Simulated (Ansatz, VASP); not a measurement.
## CO2: VASP beside Ansatz

File INCAR:

```
SYSTEM = CO2
ALGO = Normal
EDIFF = 1E-7
ENCUT = 520
GGA = CA
ISIF = 2
ISMEAR = -1
LASPH = .TRUE.
LCHARG = .TRUE.
LELF = .TRUE.
LREAL = .FALSE.
LVHAR = .TRUE.
LWAVE = .FALSE.
NBANDS = 25
NELM = 80
PREC = Accurate
SIGMA = 0.05
```

Contents of KPOINTS:

```
k-points
0
G
  9 9 9
  0 0 0
```

POSCAR

```
CO2
1.0
   -1.9747270000      1.9747270000      3.0140580000
    1.9747270000     -1.9747270000      3.0140580000
    1.9747270000      1.9747270000     -3.0140580000
O C
4 2
Direct
    0.8750000000      0.9597980000      0.5847980000
    0.3750000000      0.2902020000      0.4152020000
    0.0402020000      0.6250000000      0.9152020000
    0.7097980000      0.1250000000      0.0847980000
    0.0000000000      0.0000000000      0.0000000000
    0.7500000000      0.2500000000      0.5000000000
```

Contents of input.yaml:

```yaml
crystal:
  lattice:
    - [-1.974727, 1.974727, 3.014058]
    - [1.974727, -1.974727, 3.014058]
    - [1.974727, 1.974727, -3.014058]
  atoms:
    - { symbol: O, position: [0.875, 0.959798, 0.584798] }
    - { symbol: O, position: [0.375, 0.290202, 0.415202] }
    - { symbol: O, position: [0.040202, 0.625, 0.915202] }
    - { symbol: O, position: [0.709798, 0.125, 0.084798] }
    - { symbol: C, position: [0.0, 0.0, 0.0] }
    - { symbol: C, position: [0.75, 0.25, 0.5] }
hamiltonian:
  xc: lda
  pseudopotentials: { kind: paw }
kpoints:
  mp_grid: { grid: [9, 9, 9] }
  band_path:
    path:
      - [[0.0, 0.0, 0.0], [0.5, -0.5, 0.0], [0.5, -0.5, 0.2146253035], [0.3573126517, -0.3573126517, 0.3573126517], [0.0, 0.0, 0.0], [0.5, 0.5, -0.5], [0.6426873483, 0.3573126517, -0.3573126517], [0.5, 0.0, 0.0], [0.75, -0.25, -0.25], [0.7853746965, 0.2146253035, -0.5], [0.5, 0.5, -0.5]]
      - [[0.5, -0.5, 0.0], [0.75, -0.25, -0.25]]
    npoints: 14
scf:
  occupations: { method: fermi_dirac, width: 0.05 }
  n_extra_bands: 15
output:
  forces: true
  stress: true
  eigenvalues: true
  fatbands: true
  write_density: true
  write_potential: true
  elf: true
  volumetric_format: npy
```

Alike in both runs: functional LDA; k mesh 9 × 9 × 9; occupations fermi-dirac, width 0.05 eV; no spin polarisation.

|  | VASP | Ansatz |
| --- | --- | --- |
| version | VASP 6.6.1 | Ansatz 0.2.0 |
| potentials or method | VASP PAW LDA potentials, release 64 (O, C) | Ansatz PAW |
| plane-wave cutoff (eV) | 520 | 420 |
| valence electrons in the cell | 32 | 32 |
| task | single point | band structure |

```tsv
	VASP	Ansatz	Ansatz less VASP
gap on the k mesh at the Fermi level (eV)	7.40	7.46	+0.063
least direct gap on the mesh (eV)	7.89	7.94	+0.049
pressure (GPa)	-11.8	-14.0	-2.21
traceless stress, the component that is largest in VASP (GPa)	-0.68	-0.45	+0.225
rms of the force components (eV/Å)	0.198	0.260	+0.0620
```

LDA's correlation is that of Perdew and Zunger in VASP and of Perdew and Wang (1992) in Ansatz. Atom by atom the forces differ by 0.062 eV/Å (rms over components).

Noted on Ansatz's run: Pulay correction over one GPa.
